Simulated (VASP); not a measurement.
# Al3Cu (Pm-3m) in VASP: a series of runs

Runs on Al3Cu. Level: PBEsol. Tasks: single point.

Everything below comes from runs of VASP 6.6.1. Logs are shortened: lines on timing, memory, paths and dates and some standing lists are left out, and cuts for length are marked.

### 1 The cell of the first run

It takes space group Pm-3m (No. 221, cubic). Conventional cell: a = 4.073 Å, b = 4.073 Å, c = 4.073 Å, α = 90.00°, β = 90.00°, γ = 90.00°. Within 3.8 Å of Al (site symmetry 4/mmm) lie 8 Al at 2.88 Å and 4 Cu at 2.88 Å. Cu (site symmetry m-3m) has 12 Al at 2.88 Å within 3.8 Å.

### 2 Single point, PBEsol (strained)

The input, INCAR:

```
SYSTEM = Al3Cu
PREC = Accurate
ENCUT = 520
EDIFF = 1E-6
ISMEAR = 0
SIGMA = 0.1
LREAL = .False.
LASPH = .True.
NELM = 60
ALGO = Normal
ISIF = 2
LWAVE = .False.
LCHARG = .False.
GGA = PS
NBANDS = 18
```

The input, KPOINTS:

```
regular mesh
0
Gamma
  12 12 12
  0 0 0
```

The input, POSCAR:

```
Al3Cu
1.0
    4.0733079795      0.0000000000      0.0000000000
    0.0000000000      4.0733079795      0.0000000000
    0.0000000000      0.0000000000      4.0733079795
Al Cu
3 1
Direct
    0.0000000000      0.5000000000      0.5000000000
    0.5000000000      0.0000000000      0.5000000000
    0.5000000000      0.5000000000      0.0000000000
    0.0000000000      0.0000000000      0.0000000000
```

Potentials or basis: VASP PAW PBE potentials, release 64 (Al, Cu).

Launch:

```console
$ cat potpaw_PBE.64/Al/POTCAR potpaw_PBE.64/Cu/POTCAR > POTCAR
$ mpirun -np 1 vasp_std > vasp.out
```

OUTCAR:

```text
SYSTEM = Al3Cu
   PREC = Accurate
   ENCUT = 520
   EDIFF = 1E-6
   ISMEAR = 0
   LREAL = .False.
   LASPH = .True.
   NELM = 60
   ISIF = 2
   GGA = PS

 ion  position               nearest neighbor table
   1  0.000  0.500  0.500-   2 2.88   3 2.88   4 2.88   3 2.88   4 2.88   2 2.88   4 2.88   4 2.88
                             2 2.88   3 2.88   3 2.88   2 2.88
   2  0.500  0.000  0.500-   1 2.88   3 2.88   4 2.88   3 2.88   4 2.88   1 2.88   3 2.88   3 2.88
                             1 2.88   4 2.88   4 2.88   1 2.88
   3  0.500  0.500  0.000-   1 2.88   2 2.88   4 2.88   1 2.88   2 2.88   2 2.88   4 2.88   2 2.88
                             1 2.88   4 2.88   1 2.88   4 2.88
   4  0.000  0.000  0.000-   1 2.88   2 2.88   3 2.88   1 2.88   2 2.88   1 2.88   3 2.88   1 2.88
                             2 2.88   3 2.88   2 2.88   3 2.88

  LATTYP: Found a simple cubic cell.
 ALAT       =     4.0733079795

  Lattice vectors:

 A1 = (   4.0733079795,   0.0000000000,   0.0000000000)
 A2 = (   0.0000000000,   4.0733079795,   0.0000000000)
 A3 = (   0.0000000000,   0.0000000000,   4.0733079795)

Analysis of symmetry for initial positions (statically):
=====================================================================
 Subroutine PRICEL returns:
 Original cell was already a primitive cell.

 Routine SETGRP: Setting up the symmetry group for a
 simple cubic supercell.

 Subroutine GETGRP returns: Found 48 space group operations
 (whereof 48 operations were pure point group operations)
 out of a pool of 48 trial point group operations.

The static configuration has the point symmetry O_h .

Analysis of symmetry for dynamics (positions and initial velocities):
=====================================================================
 Subroutine PRICEL returns:
 Original cell was already a primitive cell.

 Routine SETGRP: Setting up the symmetry group for a
 simple cubic supercell.

 Subroutine GETGRP returns: Found 48 space group operations
 (whereof 48 operations were pure point group operations)
 out of a pool of 48 trial point group operations.

The dynamic configuration has the point symmetry O_h .

 Subroutine INISYM returns: Found 48 space group operations
 (whereof 48 operations are pure point group operations),
 and found     1 'primitive' translations

----------------------------------------------------------------------------------------

                                     Primitive cell

  volume of cell :      67.5837

  direct lattice vectors                    reciprocal lattice vectors
[... 93 lines left out ...]
   EDIFFG = 0.1E-04   stopping-criterion for IOM
   NSW    =      0    number of steps for IOM
   IBRION =     -1    ionic relax: 0-MD 1-quasi-New 2-CG
   NFREE  =      0    steps in history (QN), initial steepest desc. (CG)
   ISIF   =      2    stress and relaxation
   ISYM   =      2    0-nonsym 1-usesym 2-fastsym
   POTIM  = 0.5000    time-step for ionic-motion
   TEBEG  =    0.0;   TEEND  =   0.0 temperature during run
   PSTRESS=    0.0 pullay stress
   NELECT =      20.0000    total number of electrons
   NUPDOWN=      -1.0000    fix difference up-down
   EMIN   =  10.00;   EMAX   =-10.00  energy-range for DOS
   EFERMI =   0.00;   METHOD = LEGACY
   ISMEAR =     0;   SIGMA  =   0.10  broadening in eV -4-tet -1-fermi 0-gaus
   EFERMI_NEDOS =   21; number of points for ismear=-14 and -15
   IALGO  =     38    algorithm
   IMIX   =      4    mixing-type and parameters
     AMIX     =   0.40;   BMIX     =  1.00
     AMIX_MAG =   1.60;   BMIX_MAG =  1.00
  volume/ion in A,a.u.               =      16.90       114.02
  Fermi-wavevector in a.u.,A,eV,Ry     =   1.090948  2.061594 16.193227  1.190169
  Thomas-Fermi vector in A             =   2.227184
   LORBIT       =      0    0 simple, 1 ext, 2 COOP (PROOUT), +10 PAW based schemes
   GGA     = PS    functional components
   LHFCALC =     F    Hartree Fock is set to
   AEXX    =    0.0000 exact exchange contribution
   IVDW    =     0    specifies the selected vdW correction
   LEPSILON=     F    determine dielectric tensor
   LRPA    =     F    only Hartree local field effects (RPA)
 non-spin polarized calculation
 Gauss-broadening in eV      SIGMA  =   0.10
  energy-cutoff  :      520.00
  volume of cell :       67.58
 maximum number of plane-waves:      1856
   NGX = 15   NGY = 15   NGZ = 15

 number of electron      19.9999971 magnetization

 Free energy of the ion-electron system (eV)
  ---------------------------------------------------
  ext. energy  EPLUGINS =         0.00000000
  ---------------------------------------------------
  free energy    TOTEN  =       -16.42373933 eV

  energy without entropy =      -16.41737078  energy(sigma->0) =      -16.42055506

 E-fermi :   6.9859     XC(G=0): -10.3792

 val. band max:        6.9827124041   @ k =   0.0833   0.0833   0.0000
 cond. band min:       7.0082185279   @ k =   0.2500   0.2500   0.0833
 fundamental gap:      0.0255061238
 Fermi energy:         6.9858521924

 k-point     1 :       0.0000    0.0000    0.0000
  band No.  band energies     occupation
      1      -3.3630      2.00000
      2       3.1633      2.00000
      3       3.1633      2.00000
      4       3.8065      2.00000
      5       3.8065      2.00000
      6       3.8065      2.00000
[... 481 lines left out ...]
      5       3.5794      2.00000
      6       3.6534      2.00000
[... 10 lines left out ...]
     17      13.2018      0.00000
     18      13.5509      0.00000

 [... further k-points ...]

------------------------ aborting loop because EDIFF is reached ----------------------------------------

  FORCE on cell =-STRESS in cart. coord.  units (eV):
  Direction    XX          YY          ZZ          XY          YZ          ZX
  --------------------------------------------------------------------------------------
  -------------------------------------------------------------------------------------
  Total       -4.2485085     -4.2485085     -4.2485085     -0.0000000     -0.0000000      0.0000000
  in kB     -100.7175910   -100.7175910   -100.7175910     -0.0000000     -0.0000000      0.0000000
  external PRESSURE =    -100.7175910 kB  Pullay stress =       0.0000000 kB

 VOLUME and BASIS-vectors are now :
 -----------------------------------------------------------------------------
  energy-cutoff  :      520.00
  volume of cell :       67.58
      direct lattice vectors                 reciprocal lattice vectors
     4.073307980  0.000000000  0.000000000     0.245500710  0.000000000  0.000000000
     0.000000000  4.073307980  0.000000000     0.000000000  0.245500710  0.000000000
     0.000000000  0.000000000  4.073307980     0.000000000  0.000000000  0.245500710

 POSITION                                       TOTAL-FORCE (eV/Angst)
 -----------------------------------------------------------------------------------
      0.00000      2.03665      2.03665         0.000000      0.000000      0.000000
      2.03665      0.00000      2.03665         0.000000      0.000000      0.000000
      2.03665      2.03665      0.00000         0.000000      0.000000      0.000000
      0.00000      0.00000      0.00000         0.000000      0.000000      0.000000
 -----------------------------------------------------------------------------------
    total drift:                                0.000000     -0.000000      0.000000

  FREE ENERGIE OF THE ION-ELECTRON SYSTEM (eV)
  ---------------------------------------------------
  free  energy   TOTEN  =       -16.4237393256 eV

  energy  without entropy=      -16.4173707846  energy(sigma->0) =      -16.42055506
```

OSZICAR:

```text
N       E                     dE             d eps       ncg     rms          rms(c)
DAV:   1     0.687412082759E+02    0.68741E+02   -0.81031E+03  3040   0.109E+03
DAV:   2    -0.148588257649E+02   -0.83600E+02   -0.77342E+02  3056   0.202E+02
DAV:   3    -0.186468745532E+02   -0.37880E+01   -0.36275E+01  4148   0.495E+01
DAV:   4    -0.187396066253E+02   -0.92732E-01   -0.92318E-01  4262   0.610E+00
DAV:   5    -0.187422650771E+02   -0.26585E-02   -0.26582E-02  4358   0.109E+00    0.163E+01
DAV:   6    -0.242664325669E+02   -0.55242E+01   -0.78040E+01  3352   0.241E+02    0.152E+01
DAV:   7    -0.171813809228E+02    0.70851E+01   -0.17638E+01  3850   0.724E+01    0.548E+00
DAV:   8    -0.164223999059E+02    0.75898E+00   -0.25616E+00  4064   0.493E+01    0.759E-01
DAV:   9    -0.164244480648E+02   -0.20482E-02   -0.22878E-01  4008   0.408E+00    0.313E-01
DAV:  10    -0.164274725542E+02   -0.30245E-02   -0.21435E-02  3884   0.396E+00    0.473E-01
DAV:  11    -0.164256148907E+02    0.18577E-02   -0.19987E-03  4612   0.106E+00    0.348E-01
DAV:  12    -0.164237088741E+02    0.19060E-02   -0.50875E-03  4146   0.229E+00    0.429E-02
DAV:  13    -0.164238052069E+02   -0.96333E-04   -0.62388E-04  4720   0.371E-01    0.710E-02
DAV:  14    -0.164237552555E+02    0.49951E-04   -0.54657E-05  4376   0.218E-01    0.339E-02
DAV:  15    -0.164237417231E+02    0.13532E-04   -0.98060E-05  4088   0.308E-01    0.172E-02
DAV:  16    -0.164237397156E+02    0.20075E-05   -0.93556E-06  4360   0.681E-02    0.702E-03
DAV:  17    -0.164237393256E+02    0.38997E-06   -0.81263E-07  1782   0.303E-02
   1 F= -.16423739E+02 E0= -.16420555E+02  d E =-.636854E-02
```

Run time: 50 s. Hardware: 1 thread of Intel Xeon 6975P-C (Granite Rapids), shared host; peak memory 0.23 GiB.

What came out:

```yaml
Free_energy: -16.4237 eV
Pressure: -10.1 GPa
Band_gap_on_the_k_mesh: zero (bands 10 and 11 overlap by 4.16 eV)
```

Caveat: the cell differs from its parent crystal (strained); the cell stands under tension; the PAW data sets were made with another functional, which shifts forces and pressure a little.

### 3 Single point, PBEsol (strained)

The input, INCAR:

```
SYSTEM = Al3Cu
PREC     = Accurate       ! precision mode
ENCUT    = 520            ! plane-wave cutoff, eV
EDIFF    = 1E-7           ! SCF threshold, eV
ISMEAR   = 0              ! smearing method
SIGMA    = 0.1            ! smearing width, eV
LREAL    = .FALSE.        ! projectors in reciprocal space
LASPH    = .TRUE.         ! aspherical terms in the spheres
NELM     = 80             ! most SCF steps
ALGO     = Normal         ! electronic algorithm
ISIF     = 2              ! what is computed and relaxed
LWAVE    = .FALSE.        ! write WAVECAR
LCHARG   = .FALSE.        ! write CHGCAR
GGA      = PS             ! functional
NBANDS   = 18             ! bands
```

The input, KPOINTS:

```
regular mesh
0
G
  12 12 12
  0 0 0
```

The input, POSCAR:

```
Al3Cu
1.0
    3.8699584747      0.0000000000      0.0000000000
    0.0000000000      3.8699584747      0.0000000000
    0.0000000000      0.0000000000      3.8699584747
Al Cu
3 1
Direct
    0.0000000000      0.5000000000      0.5000000000
    0.5000000000      0.0000000000      0.5000000000
    0.5000000000      0.5000000000      0.0000000000
    0.0000000000      0.0000000000      0.0000000000
```

Potentials or basis: VASP PAW PBE potentials, release 64 (Al, Cu).

Launch:

```console
$ cat potpaw_PBE.64/Al/POTCAR potpaw_PBE.64/Cu/POTCAR > POTCAR
$ mpirun -np 1 vasp_std > vasp.out
```

Wall time 2.2 min (1 thread of Intel Xeon 8259CL, shared host); peak memory 0.22 GiB.

The run converged. Its results:

```
Free energy            : -16.7148 eV
Pressure               : 2.0 GPa
Band gap on the k mesh : zero (bands 10 and 11 overlap by 4.09 eV)
```

Levels at points of the mesh, in eV from the Fermi level:
```
           k point  band 8  band 9  band 10  band 11  band 12  band 13
(0.00, 0.00, 0.00)   -2.47   -2.47    -0.63     0.56     0.56     6.58
(0.50, 0.00, 0.00)    0.22    0.22     0.33     0.33     0.67     2.10
(0.50, 0.50, 0.00)   -3.39   -3.13     1.33     3.02     3.02     3.32
(0.50, 0.50, 0.50)   -3.46   -3.46    -2.52    -1.90    -1.90    -1.90
```

Caveat: the cell differs from its parent crystal (strained); the PAW data sets were made with another functional, which shifts forces and pressure a little.
